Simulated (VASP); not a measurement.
# B (Fd-3m) in VASP: single point with PBE

Aim: the single point of B with PBE.

Everything below comes from runs of VASP 6.6.1. Logs are shortened: lines on timing, memory, paths and dates and some standing lists are left out, and cuts for length are marked.

### 1 The cell of the first run

Symmetry: Fd-3m, No. 227, cubic system. Conventional cell: a = 4.051 Å, b = 4.051 Å, c = 4.051 Å, α = 90.00°, β = 90.00°, γ = 90.00°. B (site symmetry -43m) has 4 B at 1.75 Å within 2.3 Å.

### 2 Single point, PBE

File INCAR:

```
SYSTEM = B
PREC     = Accurate       ! precision mode
ENCUT    = 500            ! plane-wave cutoff, eV
EDIFF    = 1E-6           ! SCF threshold, eV
ISMEAR   = -1             ! smearing method
SIGMA    = 0.1            ! smearing width, eV
LREAL    = .False.        ! projectors in reciprocal space
LASPH    = .True.         ! aspherical terms in the spheres
NELM     = 120            ! most SCF steps
ALGO     = Normal         ! electronic algorithm
ISIF     = 2              ! what is computed and relaxed
LWAVE    = .False.        ! write WAVECAR
LCHARG   = .False.        ! write CHGCAR
GGA      = PE             ! functional
NBANDS   = 10             ! bands
GGA_COMPAT= .False.
```

File KPOINTS:

```
Automatic mesh
0
Gamma
  4 4 4
  0 0 0
```

File POSCAR:

```
B
1.0
   -2.0257088134      0.0000000000      2.0257088134
    0.0000000000      2.0257088134      2.0257088134
   -2.0257088134      2.0257088134      0.0000000000
B
2
Direct
    0.0000000000      0.0000000000      0.0000000000
    0.2500000000      0.2500000000      0.2500000000
```

Potentials or basis: VASP PAW PBE potentials, release 64 (B).

Command:

```bash
> cat potpaw_PBE.64/B/POTCAR > POTCAR
> mpirun -np 1 vasp_std > vasp.out
```

OUTCAR:

```text
SYSTEM = B
   PREC = Accurate
   ENCUT = 500
   EDIFF = 1E-6
   ISMEAR = -1
   LREAL = .False.
   LASPH = .True.
   NELM = 120
   ISIF = 2
   GGA = PE

 ion  position               nearest neighbor table
   1  0.000  0.000  0.000-   2 1.75   2 1.75   2 1.75   2 1.75
   2  0.250  0.250  0.250-   1 1.75   1 1.75   1 1.75   1 1.75

  LATTYP: Found a face centered cubic cell.
 ALAT       =     4.0514176268

  Lattice vectors:

 A1 = (  -2.0257088134,   0.0000000000,   2.0257088134)
 A2 = (   0.0000000000,   2.0257088134,   2.0257088134)
 A3 = (  -2.0257088134,   2.0257088134,   0.0000000000)

Analysis of symmetry for initial positions (statically):
=====================================================================
 Subroutine PRICEL returns:
 Original cell was already a primitive cell.

 Routine SETGRP: Setting up the symmetry group for a
 face centered cubic supercell.

 Subroutine GETGRP returns: Found 48 space group operations
 (whereof 24 operations were pure point group operations)
 out of a pool of 48 trial point group operations.

The static configuration has the point symmetry T_d .
 The point group associated with its full space group is O_h .

Analysis of symmetry for dynamics (positions and initial velocities):
=====================================================================
 Subroutine PRICEL returns:
 Original cell was already a primitive cell.

 Routine SETGRP: Setting up the symmetry group for a
 face centered cubic supercell.

 Subroutine GETGRP returns: Found 48 space group operations
 (whereof 24 operations were pure point group operations)
 out of a pool of 48 trial point group operations.

The dynamic configuration has the point symmetry T_d .
 The point group associated with its full space group is O_h .

 Subroutine INISYM returns: Found 48 space group operations
 (whereof 24 operations are pure point group operations),
 and found     1 'primitive' translations

----------------------------------------------------------------------------------------

                                     Primitive cell

  volume of cell :      16.6250

  direct lattice vectors                    reciprocal lattice vectors
    -2.025708813  0.000000000  2.025708813    -0.246827183 -0.246827183  0.246827183
     0.000000000  2.025708813  2.025708813     0.246827183  0.246827183  0.246827183
    -2.025708813  2.025708813  0.000000000    -0.246827183  0.246827183 -0.246827183

  length of vectors
[... 71 lines left out ...]
   ISIF   =      2    stress and relaxation
   ISYM   =      2    0-nonsym 1-usesym 2-fastsym
   POTIM  = 0.5000    time-step for ionic-motion
   TEBEG  =    0.0;   TEEND  =   0.0 temperature during run
   PSTRESS=    0.0 pullay stress
   NELECT =       6.0000    total number of electrons
   NUPDOWN=      -1.0000    fix difference up-down
   EMIN   =  10.00;   EMAX   =-10.00  energy-range for DOS
   EFERMI =   0.00;   METHOD = LEGACY
   ISMEAR =    -1;   SIGMA  =   0.10  broadening in eV -4-tet -1-fermi 0-gaus
   EFERMI_NEDOS =   21; number of points for ismear=-14 and -15
   IALGO  =     38    algorithm
   IMIX   =      4    mixing-type and parameters
     AMIX     =   0.40;   BMIX     =  1.00
     AMIX_MAG =   1.60;   BMIX_MAG =  1.00
  volume/ion in A,a.u.               =       8.31        56.10
  Fermi-wavevector in a.u.,A,eV,Ry     =   1.165570  2.202607 18.484231  1.358553
  Thomas-Fermi vector in A             =   2.302094
   LORBIT       =      0    0 simple, 1 ext, 2 COOP (PROOUT), +10 PAW based schemes
   GGA     = PE    functional components
   LHFCALC =     F    Hartree Fock is set to
   AEXX    =    0.0000 exact exchange contribution
   IVDW    =     0    specifies the selected vdW correction
   LEPSILON=     F    determine dielectric tensor
   LRPA    =     F    only Hartree local field effects (RPA)
 non-spin polarized calculation
  energy-cutoff  :      500.00
  volume of cell :       16.62
 maximum number of plane-waves:       444
 NGX is ok and might be reduce to    24
   NGX = 11   NGY = 11   NGZ = 11

 number of electron       6.0000000 magnetization

 Free energy of the ion-electron system (eV)
  ---------------------------------------------------
  ext. energy  EPLUGINS =         0.00000000
  ---------------------------------------------------
  free energy    TOTEN  =       -11.64009355 eV

  energy without entropy =      -11.59311648  energy(sigma->0) =      -11.61660502

 E-fermi :   3.7367     XC(G=0): -11.2027

 val. band max:        3.6494918936   @ k =   0.5000   0.2500   0.0000
 cond. band min:       4.2508442217   @ k =   0.2500   0.2500   0.0000
 fundamental gap:      0.6013523281
 Fermi energy:         3.7366946420

 k-point     1 :       0.0000    0.0000    0.0000
  band No.  band energies     occupation
      1      -9.1268      2.00000
      2       7.7800      0.00000
      3       7.7800      0.00000
      4       7.7800      0.00000
      5      11.9274      0.00000
      6      11.9274      0.00000
      7      11.9274      0.00000
      8      20.2744      0.00000
      9      22.5252      0.00000
     10      26.7268      0.00000
[... 79 lines left out ...]
 k-point     8 :      -0.2500    0.5000    0.2500
  band No.  band energies     occupation
      1      -1.3854      2.00000
      2      -1.3854      2.00000
      3       0.6083      2.00000
      4       0.6083      2.00000
      5      15.4456      0.00000
      6      15.4456      0.00000
      7      18.1099      0.00000
      8      18.1099      0.00000
      9      24.9144      0.00000
     10      24.9144      0.00000

------------------------ aborting loop because EDIFF is reached ----------------------------------------

  FORCE on cell =-STRESS in cart. coord.  units (eV):
  Direction    XX          YY          ZZ          XY          YZ          ZX
  --------------------------------------------------------------------------------------
  -------------------------------------------------------------------------------------
  Total       -0.0545285     -0.0545285     -0.0545285      0.0000000     -0.0000000     -0.0000000
  in kB       -5.2550063     -5.2550063     -5.2550063      0.0000000     -0.0000000     -0.0000000
  external PRESSURE =      -5.2550063 kB  Pullay stress =       0.0000000 kB

 VOLUME and BASIS-vectors are now :
 -----------------------------------------------------------------------------
  energy-cutoff  :      500.00
  volume of cell :       16.62
      direct lattice vectors                 reciprocal lattice vectors
    -2.025708813  0.000000000  2.025708813    -0.246827183 -0.246827183  0.246827183
     0.000000000  2.025708813  2.025708813     0.246827183  0.246827183  0.246827183
    -2.025708813  2.025708813  0.000000000    -0.246827183  0.246827183 -0.246827183

 POSITION                                       TOTAL-FORCE (eV/Angst)
 -----------------------------------------------------------------------------------
      0.00000      0.00000      0.00000        -0.000000     -0.000000      0.000000
     -1.01285      1.01285      1.01285         0.000000      0.000000     -0.000000
 -----------------------------------------------------------------------------------
    total drift:                                0.000000     -0.000000      0.000000

  FREE ENERGIE OF THE ION-ELECTRON SYSTEM (eV)
  ---------------------------------------------------
  free  energy   TOTEN  =       -11.6400935542 eV

  energy  without entropy=      -11.5931164816  energy(sigma->0) =      -11.61660502
```

OSZICAR:

```text
N       E                     dE             d eps       ncg     rms          rms(c)
DAV:   1    -0.595594928593E-01   -0.59559E-01   -0.34862E+03   160   0.542E+02
DAV:   2    -0.116256226572E+02   -0.11566E+02   -0.10897E+02   214   0.885E+01
DAV:   3    -0.118296072213E+02   -0.20398E+00   -0.20368E+00   188   0.945E+00
DAV:   4    -0.118297785331E+02   -0.17131E-03   -0.17131E-03   176   0.313E-01
DAV:   5    -0.118297786160E+02   -0.82873E-07   -0.82949E-07   174   0.714E-03    0.293E+00
DAV:   6    -0.116935072111E+02    0.13627E+00   -0.63971E-02   166   0.149E+00    0.176E+00
DAV:   7    -0.116396127318E+02    0.53894E-01   -0.93326E-02   182   0.179E+00    0.234E-01
DAV:   8    -0.116400796326E+02   -0.46690E-03   -0.16644E-03   176   0.305E-01    0.265E-02
DAV:   9    -0.116400899630E+02   -0.10330E-04   -0.35316E-05   200   0.398E-02    0.126E-02
DAV:  10    -0.116400934448E+02   -0.34818E-05   -0.25360E-06   174   0.121E-02    0.103E-03
DAV:  11    -0.116400935542E+02   -0.10935E-06   -0.80814E-08   100   0.210E-03
   1 F= -.11640094E+02 E0= -.11616605E+02  d E =-.469771E-01
```

It took 2.6 s on 1 thread of Intel Xeon Platinum 8488C (Sapphire Rapids), shared host; peak memory 0.12 GiB.

Results:

* Free energy: -11.6401 eV
* Pressure: -0.5 GPa
* Band gap on the k mesh: zero (band 3 reaches 7.78 eV, above the bottom of band 4 at 0.61 eV)

Levels at points of the mesh, in eV from the Fermi level:
```
           k point  band 1  band 2  band 3  band 4  band 5  band 6  band 7
(0.00, 0.00, 0.00)  -12.86    4.04    4.04    4.04    8.19    8.19    8.19
(0.50, 0.00, 0.00)   -8.03   -6.99    1.71    1.71   10.25   10.25   11.90
(0.50, 0.50, 0.00)   -5.95   -5.95   -1.27   -1.27    7.22    7.22   18.21
```

Caveat: the k points lie up to 0.67 Å⁻¹ apart.
